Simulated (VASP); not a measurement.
Set up this calculation in VASP 6.6.1, as the native input.

* Task: single point
* Functional: PBEsol
* Potentials or basis: VASP PAW PBE potentials, release 64 (W_sv, Se)
* Cutoff: 520 eV
* k mesh: 9 × 9 × 2
* Occupations: gaussian, width 0.05 eV
* Spin: no spin polarisation
* Dipole correction: no
* Further INCAR settings: ALGO = Normal; EDIFF = 1e-07; NBANDS = 35

The structure of WSe2 lies in POSCAR:

```
WSe2
1.0
   -3.2711504052      0.0000000000      0.0000000000
   -1.6355752026     -2.8328993505      0.0000000000
   -2.8620930470     -1.6524301911     13.2206689562
W Se
2 4
Direct
   -0.1041416667     -0.1041416667      0.7500000000
    0.5208416667      0.5208416667      0.2500000000
    0.2613621739      0.2613621739      0.1233861811
    0.3030455072      0.3030455072      0.6233861811
    0.1136544928      0.1136544928      0.3766138189
    0.1553378261      0.1553378261      0.8766138189
```

These files were run (other wordings do the same):

INCAR

```
SYSTEM = WSe2
ALGO = Normal ; EDIFF = 1E-7
ENCUT = 520 ; GGA = PS
ISIF = 2 ; ISMEAR = 0
LASPH = .True. ; LCHARG = .True.
LELF = .True. ; LREAL = .False.
LVHAR = .True. ; LWAVE = .False.
NBANDS = 35 ; NELM = 100
PREC = Accurate ; SIGMA = 0.05
```

KPOINTS

```
k-points
0
Gamma
  9 9 2
  0 0 0
```

Potentials or basis: VASP PAW PBE potentials, release 64 (W_sv, Se).

Launch:

```sh
$ cat potpaw_PBE.64/W_sv/POTCAR potpaw_PBE.64/Se/POTCAR > POTCAR
$ mpirun -np 1 vasp_std > vasp.out
```

Results of the run:

| Quantity | Value |
| --- | --- |
| Pressure | 0.7 GPa |
| Largest force | 0.073 eV/Å |
| Band gap on the k mesh | 1.14 eV, indirect (least direct gap 1.63 eV) |

Caveat: the PAW data sets were made with another functional, which shifts forces and pressure a little; spin-orbit coupling is left out, which moves the levels of the heavy elements; this functional lacks dispersion, which binds the layers, so the pressure and a relaxed spacing across them are unreliable.

It took 3.7 min on 1 thread of Intel(R) Xeon(R) Platinum 8259CL CPU @ 2.50GHz (Skylake/Cascade Lake) (shared host), peak memory 0.35 GiB.
